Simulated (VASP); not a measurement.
# LiH in VASP: further runs

LiH is run at these levels: r2SCAN, HSE06; tasks: single point.

All numbers are computed with VASP 6.6.1; they aren't measurements. Logs are shortened: lines on timing, memory, paths and dates and some standing lists are left out, and cuts for length are marked.

## Step 1: The cell of the first run

It takes space group R3m (No. 160, trigonal). Conventional cell: a = 3.125 Å, b = 3.125 Å, c = 7.383 Å, α = 90.00°, β = 90.00°, γ = 120.00°. Within 2.5 Å of Li (site symmetry 3m) lie 4 H at 1.87 to 1.90 Å. H (site symmetry 3m) has 4 Li at 1.87 to 1.90 Å within 2.5 Å.

## Step 2: Single point, r2SCAN (epitaxial 111 strain +3.0%)

Contents of POSCAR:

```
LiH
1.0
   -0.0520293695      2.1574463007      2.1574463007
    2.1574463007     -0.0520293695      2.1574463007
    2.1574463007      2.1574463007     -0.0520293695
Li H
1 1
Direct
   -0.0018455116     -0.0018455116     -0.0018455116
    0.2518455116      0.2518455116      0.2518455116
```

Contents of INCAR.step1:

```
ALGO = Normal
EDIFF = 1E-4
ENCUT = 520
GGA = PE
ISMEAR = 0
LASPH = T
LCHARG = F
LREAL = F
LWAVE = T
NBANDS = 9
NELM = 60
PREC = Accurate
SIGMA = 0.01
```

Contents of INCAR.step2:

```
ALGO = Normal
EDIFF = 1E-6
ENCUT = 520
ISIF = 2
ISMEAR = 0
ISTART = 1
LASPH = T
LCHARG = F
LMIXTAU = T
LREAL = F
LWAVE = F
METAGGA = R2SCAN
NBANDS = 9
NELM = 60
PREC = Accurate
SIGMA = 0.01
```

Contents of KPOINTS:

```
k-points
0
Gamma
  10 10 10
```

Potentials or basis: VASP PAW PBE potentials, release 64 (Li_sv, H).

On the command line:

```console
$ cat potpaw_PBE.64/Li_sv/POTCAR potpaw_PBE.64/H/POTCAR > POTCAR
$ cp INCAR.step1 INCAR
$ mpirun -np 1 vasp_std > vasp.out
$ cp INCAR.step2 INCAR
$ mpirun -np 1 vasp_std > vasp.out
```

OUTCAR:

```text
EDIFF = 1E-6
   ENCUT = 520
   ISIF = 2
   ISMEAR = 0
   ISTART = 1
   LASPH = T
   LREAL = F
   METAGGA = R2SCAN
   NELM = 60
   PREC = Accurate

 ion  position               nearest neighbor table
   1  0.998  0.998  0.998-
   2  0.252  0.252  0.252-

  LATTYP: Found a trigonal (rhomboedric) cell.
 ALAT       =     3.0515334073
 COS(alpha) =     0.4757454727

  Lattice vectors:

 A1 = (  -0.0520293695,   2.1574463007,   2.1574463007)
 A2 = (   2.1574463007,  -0.0520293695,   2.1574463007)
 A3 = (   2.1574463007,   2.1574463007,  -0.0520293695)

Analysis of symmetry for initial positions (statically):
=====================================================================
 Subroutine PRICEL returns:
 Original cell was already a primitive cell.

 Routine SETGRP: Setting up the symmetry group for a
 trigonal (rhombohedral) supercell.

 Subroutine GETGRP returns: Found  6 space group operations
 (whereof  6 operations were pure point group operations)
 out of a pool of 12 trial point group operations.

The static configuration has the point symmetry C_3v.

Analysis of symmetry for dynamics (positions and initial velocities):
=====================================================================
 Subroutine PRICEL returns:
 Original cell was already a primitive cell.

 Routine SETGRP: Setting up the symmetry group for a
 trigonal (rhombohedral) supercell.

 Subroutine GETGRP returns: Found  6 space group operations
 (whereof  6 operations were pure point group operations)
 out of a pool of 12 trial point group operations.

The dynamic configuration has the point symmetry C_3v.

 Subroutine INISYM returns: Found  6 space group operations
 (whereof  6 operations are pure point group operations),
 and found     1 'primitive' translations

----------------------------------------------------------------------------------------

                                     Primitive cell

  volume of cell :      20.8104

  direct lattice vectors                    reciprocal lattice vectors
    -0.052029369  2.157446301  2.157446301    -0.223536007  0.229060061  0.229060061
     2.157446301 -0.052029369  2.157446301     0.229060061 -0.223536007  0.229060061
     2.157446301  2.157446301 -0.052029369     0.229060061  0.229060061 -0.223536007

  length of vectors
     3.051533407  3.051533407  3.051533407     0.393580194  0.393580194  0.393580194

  position of ions in fractional coordinates (direct lattice)
     0.998154488  0.998154488  0.998154488
     0.251845512  0.251845512  0.251845512

  ion indices of the primitive-cell ions
   primitive index   ion index
                 1           1
                 2           2

----------------------------------------------------------------------------------------

 KPOINTS: k-points

Automatic generation of k-mesh.
 Grid dimensions read from file:
 generate k-points for:   10   10   10

 Generating k-lattice:

  Cartesian coordinates                     Fractional coordinates (reciprocal lattice)
    -0.022353601  0.022906006  0.022906006     0.100000000  0.000000000  0.000000000
     0.022906006 -0.022353601  0.022906006     0.000000000  0.100000000  0.000000000
     0.022906006  0.022906006 -0.022353601     0.000000000  0.000000000  0.100000000

  Length of vectors
     0.039358019  0.039358019  0.039358019

  Shift w.r.t. Gamma in fractional coordinates (k-lattice)
     0.000000000  0.000000000  0.000000000

 Subroutine IBZKPT returns following result:
 ===========================================

 Found    116 irreducible k-points:

 Following reciprocal coordinates:
            Coordinates               Weight
  0.000000  0.000000  0.000000      1.000000
  0.100000  0.000000 -0.000000      6.000000
  0.200000  0.000000 -0.000000      6.000000
  0.300000  0.000000 -0.000000      6.000000
  0.400000  0.000000  0.000000      6.000000
  0.500000  0.000000 -0.000000      3.000000
[... 16 lines left out ...]
  0.300000  0.300000  0.000000      6.000000
  0.400000  0.300000  0.000000     12.000000
 [... further k-points ...]
   k-points           NKPTS =    116   k-points in BZ     NKDIM =    116   number of bands    NBANDS=      9
   number of dos      NEDOS =    301   number of ions     NIONS =      2
   total plane-waves  NPLWV =  13824
   dimension x,y,z NGX =    24 NGY =   24 NGZ =   24
   dimension x,y,z NGXF=    48 NGYF=   48 NGZF=   48
   ions per type =               1   1
   NGX,Y,Z   is equivalent  to a cutoff of  13.08, 13.08, 13.08 a.u.
   NGXF,Y,Z  is equivalent  to a cutoff of  26.15, 26.15, 26.15 a.u.
 SYSTEM =  unknown system
   PREC   = accura    normal or accurate (medium, high low for compatibility)
   ISTART =      1    job   : 0-new  1-cont  2-samecut
   ICHARG =      0    charge: 1-file 2-atom 10-const
   ISPIN  =      1    spin polarized calculation?
   LNONCOLLINEAR =      F non collinear calculations
   LSORBIT =      F    spin-orbit coupling
   LASPH  =      T    aspherical Exc in radial PAW
   ENCUT  =  520.0 eV  38.22 Ry    6.18 a.u.   5.67  5.67  5.67*2*pi/ulx,y,z
   NELM   =     60;   NELMIN=  2; NELMDL=  0     # of ELM steps
   EDIFF  = 0.1E-05   stopping-criterion for ELM
   LREAL  =      F    real-space projection
   EDIFFG = 0.1E-04   stopping-criterion for IOM
   NSW    =      0    number of steps for IOM
   IBRION =     -1    ionic relax: 0-MD 1-quasi-New 2-CG
   NFREE  =      0    steps in history (QN), initial steepest desc. (CG)
   ISIF   =      2    stress and relaxation
   ISYM   =      2    0-nonsym 1-usesym 2-fastsym
   POTIM  = 0.5000    time-step for ionic-motion
   TEBEG  =    0.0;   TEEND  =   0.0 temperature during run
   PSTRESS=    0.0 pullay stress
   NELECT =       4.0000    total number of electrons
   NUPDOWN=      -1.0000    fix difference up-down
   EMIN   =  10.00;   EMAX   =-10.00  energy-range for DOS
   EFERMI =   0.00;   METHOD = LEGACY
   ISMEAR =     0;   SIGMA  =   0.01  broadening in eV -4-tet -1-fermi 0-gaus
   EFERMI_NEDOS =   21; number of points for ismear=-14 and -15
   IALGO  =     38    algorithm
   IMIX   =      4    mixing-type and parameters
     AMIX     =   0.40;   BMIX     =  1.00
     AMIX_MAG =   1.60;   BMIX_MAG =  1.00
  volume/ion in A,a.u.               =      10.41        70.22
  Fermi-wavevector in a.u.,A,eV,Ry     =   0.944789  1.785393 12.144920  0.892626
  Thomas-Fermi vector in A             =   2.072628
   LORBIT       =      0    0 simple, 1 ext, 2 COOP (PROOUT), +10 PAW based schemes
   METAGGA = R2SCAN    functional components
   LHFCALC =     F    Hartree Fock is set to
   AEXX    =    0.0000 exact exchange contribution
   IVDW    =     0    specifies the selected vdW correction
   LEPSILON=     F    determine dielectric tensor
   LRPA    =     F    only Hartree local field effects (RPA)
 non-spin polarized calculation
 Gauss-broadening in eV      SIGMA  =   0.01
  energy-cutoff  :      520.00
  volume of cell :       20.81
 maximum number of plane-waves:       574
   NGX = 11   NGY = 11   NGZ = 11

 number of electron       4.0000002 magnetization

 Free energy of the ion-electron system (eV)
  ---------------------------------------------------
  ext. energy  EPLUGINS =         0.00000000
  ---------------------------------------------------
  free energy    TOTEN  =        -6.70225049 eV

  energy without entropy =       -6.70225049  energy(sigma->0) =       -6.70225049

 E-fermi :  -1.9932     XC(G=0):  -7.7933

 val. band max:       -2.1223570340   @ k =  -0.3000   0.5000   0.2000
 cond. band min:       2.5713889728   @ k =   0.5000   0.0000  -0.0000
 fundamental gap:      4.6937460068
 Fermi energy:        -1.9931525301

 k-point     1 :       0.0000    0.0000    0.0000
  band No.  band energies     occupation
      1     -46.9522      2.00000
      2      -5.6476      2.00000
      3      11.4728      0.00000
      4      15.9333      0.00000
      5      15.9333      0.00000
      6      16.8405      0.00000
      7      17.5187      0.00000
      8      17.5187      0.00000
      9      18.5124      0.00000

 k-point     2 :       0.1000    0.0000   -0.0000
  band No.  band energies     occupation
      1     -46.9506      2.00000
      2      -5.4956      2.00000
      3      10.4196      0.00000
      4      14.5660      0.00000
      5      15.2204      0.00000
      6      16.0089      0.00000
      7      18.5215      0.00000
      8      19.3525      0.00000
      9      20.5853      0.00000

 k-point     3 :       0.2000    0.0000   -0.0000
  band No.  band energies     occupation
      1     -46.9463      2.00000
      2      -5.0487      2.00000
      3       7.9001      0.00000
      4      14.2492      0.00000
      5      14.3976      0.00000
      6      15.1372      0.00000
      7      19.4825      0.00000
      8      19.9778      0.00000
      9      21.8816      0.00000

 k-point     4 :       0.3000    0.0000   -0.0000
  band No.  band energies     occupation
      1     -46.9409      2.00000
      2      -4.3533      2.00000
      3       5.3450      0.00000
      4      13.8951      0.00000
      5      14.2010      0.00000
      6      14.7619      0.00000
      7      18.5930      0.00000
      8      18.9637      0.00000
      9      21.1728      0.00000
[... 205 lines left out ...]
 k-point    22 :      -0.2000    0.2000    0.0000
  band No.  band energies     occupation
      1     -46.9392      2.00000
      2      -4.1253      2.00000
      3       5.5605      0.00000
      4      10.0324      0.00000
      5      14.5045      0.00000
      6      15.4318      0.00000
      7      18.8273      0.00000
      8      20.5819      0.00000
      9      21.6287      0.00000

 k-point    23 :       0.3000    0.3000    0.0000
  band No.  band energies     occupation
      1     -46.9365      2.00000
      2      -3.9076      2.00000
      3       7.3068      0.00000
      4      10.0935      0.00000
      5      10.7545      0.00000
      6      11.7958      0.00000
      7      16.8171      0.00000
      8      25.5603      0.00000
      9      26.7194      0.00000

 k-point    24 :       0.4000    0.3000    0.0000
  band No.  band energies     occupation
      1     -46.9330      2.00000
      2      -3.3129      2.00000
      3       5.9608      0.00000
      4       9.1122      0.00000
      5      10.3602      0.00000
      6      11.6494      0.00000
      7      17.1598      0.00000
      8      25.4183      0.00000
      9      26.5938      0.00000

 [... further k-points ...]
[... 5 lines left out ...]
  --------------------------------------------------------------------------------------
  -------------------------------------------------------------------------------------
  Total       -0.2103337     -0.2103337     -0.2103337      0.0885895      0.0885895      0.0885895
  in kB      -16.1934579    -16.1934579    -16.1934579      6.8204461      6.8204461      6.8204461
  external PRESSURE =     -16.1934579 kB  Pullay stress =       0.0000000 kB

 VOLUME and BASIS-vectors are now :
 -----------------------------------------------------------------------------
  energy-cutoff  :      520.00
  volume of cell :       20.81
      direct lattice vectors                 reciprocal lattice vectors
    -0.052029369  2.157446301  2.157446301    -0.223536007  0.229060061  0.229060061
     2.157446301 -0.052029369  2.157446301     0.229060061 -0.223536007  0.229060061
     2.157446301  2.157446301 -0.052029369     0.229060061  0.229060061 -0.223536007

 POSITION                                       TOTAL-FORCE (eV/Angst)
 -----------------------------------------------------------------------------------
      4.25500      4.25500      4.25500         0.006754      0.006754      0.006754
      1.07358      1.07358      1.07358        -0.006754     -0.006754     -0.006754
 -----------------------------------------------------------------------------------
    total drift:                                0.015806      0.015806      0.015807

  FREE ENERGIE OF THE ION-ELECTRON SYSTEM (eV)
  ---------------------------------------------------
  free  energy   TOTEN  =        -6.7022504927 eV

  energy  without entropy=       -6.7022504927  energy(sigma->0) =       -6.70225049
```

It took 37 s on 1 thread of Intel Xeon 6975P-C (Granite Rapids), shared host; peak memory 0.14 GiB.

What came out:

- Free energy: -6.7023 eV
- Largest force: 0.012 eV/Å
- Band gap on the k mesh: 4.69 eV, indirect (least direct gap 5.63 eV)

Forces in eV/Å, atoms in the order of the input:
```
Li   0.007  0.007  0.007
H   -0.007 -0.007 -0.007
```

Caveat: the cell differs from its parent crystal (epitaxial 111 strain +3.0%); the cutoff is under 1.25 times the usual one of these potentials, so pressure, stress and relaxed cells hold a basis-set (Pulay) error; the PAW data sets were made with another functional, which shifts forces and pressure a little.

## Step 3: Single point, HSE06

This run uses another cell than the first one, of 9.87 Å³/atom, 0.949 times its volume.

Contents of POSCAR:

```
LiH
1.0
    0.0000000000      2.1451220099      2.1451220099
    2.1451220099      0.0000000000      2.1451220099
    2.1451220099      2.1451220099      0.0000000000
Li H
1 1
Direct
    0.0000000000      0.0000000000      0.0000000000
    0.2500000000      0.2500000000      0.2500000000
```

Contents of INCAR.step1:

```
  PREC = Accurate
  ENCUT = 520
  EDIFF = 1E-5
  ISMEAR = 0
  SIGMA = 0.01
  LREAL = F
  LASPH = T
  NELM = 100
  ALGO = Normal
  ISIF = 2
  LWAVE = T
  LCHARG = F
  NBANDS = 9
  GGA = PE
```

Contents of INCAR.step2:

```
  PREC = Accurate
  ENCUT = 520
  EDIFF = 1E-6
  ISMEAR = 0
  SIGMA = 0.01
  LREAL = F
  LASPH = T
  NELM = 100
  ALGO = Normal
  ISIF = 2
  LWAVE = F
  LCHARG = F
  GGA = PE
  LHFCALC = T
  HFSCREEN = 0.2079
  PRECFOCK = Normal
  NBANDS = 9
  ISTART = 1
```

Contents of KPOINTS:

```
Automatic mesh
0
Gamma
  8 8 8
```

Potentials or basis: VASP PAW PBE potentials, release 64 (Li_sv, H).

On the command line:

```console
$ cat potpaw_PBE.64/Li_sv/POTCAR potpaw_PBE.64/H/POTCAR > POTCAR
$ cp INCAR.step1 INCAR
$ mpirun -np 1 vasp_std > vasp.out
$ cp INCAR.step2 INCAR
$ mpirun -np 1 vasp_std > vasp.out
```

Wall time 2.1 min (1 thread of Intel Xeon 6975P-C (Granite Rapids), shared host); peak memory 0.24 GiB.

The run converged. Its results:

| Property | Result |
| --- | --- |
| Free energy | -6.6827 eV |
| Band gap on the k mesh | 5.25 eV, indirect (least direct gap 6.42 eV) |

Levels at points of the mesh, in eV from the valence-band top:
```tsv
k point	band 1	band 2	band 3	band 4	band 5
(0.00, 0.00, 0.00)	-46.26	-4.15	14.66	18.86	18.86
(0.50, 0.00, 0.00)	-46.24	-1.17	5.24	16.61	16.61
(0.50, 0.50, 0.00)	-46.23	-0.37	8.32	11.25	12.13
```

Caveat: the cutoff is under 1.25 times the usual one of these potentials, so pressure, stress and relaxed cells hold a basis-set (Pulay) error; the PAW data sets were made with another functional, which shifts forces and pressure a little. A k mesh can miss the band edges.

(Part 1 of 2 ends here.)
